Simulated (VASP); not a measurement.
Here is a VASP 6.6.1 calculation.

File INCAR:

```
PREC = Accurate
ENCUT = 600
EDIFF = 1E-6
ISMEAR = 0
SIGMA = 0.1
LREAL = False
LASPH = True
NELM = 100
ALGO = Normal
ISIF = 3
LWAVE = False
LCHARG = False
GGA = PE
IBRION = 2
NSW = 100
EDIFFG = -0.01
```

Contents of KPOINTS:

```
regular mesh
0
Gamma
  18 18 8
```

The input POSCAR:

```
SnH
1.0
    3.4533254350      0.0000000000      0.0000000000
   -1.7266627175      2.9906675543      0.0000000000
    0.0000000000      0.0000000000      5.8924918729
Sn H
2 2
Direct
    0.3333333333      0.6666666667      0.2500000000
    0.6666666667      0.3333333333      0.7500000000
    0.0000000000      0.0000000000      0.0000000000
    0.0000000000      0.0000000000      0.5000000000
```

Potentials or basis: VASP PAW PBE potentials, release 64 (Sn_d, H).

Command:

```console
$ cat potpaw_PBE.64/Sn_d/POTCAR potpaw_PBE.64/H/POTCAR > POTCAR
$ mpirun -np 1 vasp_std > vasp.out
```

(1) What does it give for the space group after relaxing (to 0.1 Å)?

(2) What does it give for the relaxed cell?

(3) Predict the band gap on the k mesh.

(4) Estimate the relaxed volume.

Results:

(1) P6_3/mmc (No. 194).

(2) a = 3.470 Å, b = 3.470 Å, c = 5.927 Å, α = 90.00°, β = 90.00°, γ = 120.00°.

(3) zero (bands 15 and 16 overlap by 7.95 eV).

(4) 15.45 Å³/atom.

Caveat: spin-orbit coupling is left out, which moves the levels of the heavy elements.
